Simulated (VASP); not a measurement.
Runs of VASP 6.6.1 on Y. The structure is that of space group P6_3/mmc (No. 194), or close to it. The cells are those of the table. 

```csv
task,level,potentials or basis,cell,gap on the mesh (eV),pressure (GPa)
electric field gradients,PBEsol,"VASP PAW PBE potentials, release 64 (Y_sv)","a = 3.651, b = 3.651, c = 5.747 Å, angles 90.0, 90.0, 120.0°, 2 atoms",none,-2.3
electric field gradients,LDA,"VASP PAW LDA potentials, release 64 (Y_sv)","a = 3.651, b = 3.651, c = 5.747 Å, angles 90.0, 90.0, 120.0°, 2 atoms",none,(a)
electric field gradients,r2SCAN,"VASP PAW PBE potentials, release 64 (Y_sv)","a = 3.651, b = 3.651, c = 5.747 Å, angles 90.0, 90.0, 120.0°, 2 atoms",none,0.5
electric field gradients,r2SCAN,"VASP PAW PBE potentials, release 64 (Y_sv)","a = 3.700, b = 3.700, c = 5.823 Å, angles 90.0, 90.0, 120.0°, 2 atoms",none,(b)
electric field gradients,PBE,"VASP PAW PBE potentials, release 64 (Y_sv)","a = 3.679, b = 3.679, c = 5.661 Å, angles 90.0, 90.0, 120.0°, 2 atoms",none,-0.4
single point,PBE,"VASP PAW PBE potentials, release 64 (Y_sv)","a = 3.651, b = 3.651, c = 5.747 Å, angles 90.0, 90.0, 120.0°, 2 atoms",none,-0.4
single point,LDA,"VASP PAW LDA potentials, release 64 (Y_sv)","a = 3.602, b = 3.602, c = 5.670 Å, angles 90.0, 90.0, 120.0°, 2 atoms",none,-2.6
```

Alike in all rows: no spin polarisation; k mesh 12 × 12 × 7; cutoff (eV) 520; smearing fermi-dirac 0.08 eV.

Problem. Estimate the missing entries.

Solution. (a) -4.0; (b) -1.0.

Caveats: the PAW data sets were made with another functional, which shifts forces and pressure a little (some runs).

A k mesh can miss the band edges, and the runs leave out spin-orbit coupling on Y.

A gap of «none» marks levels without a gap at the run's occupations.
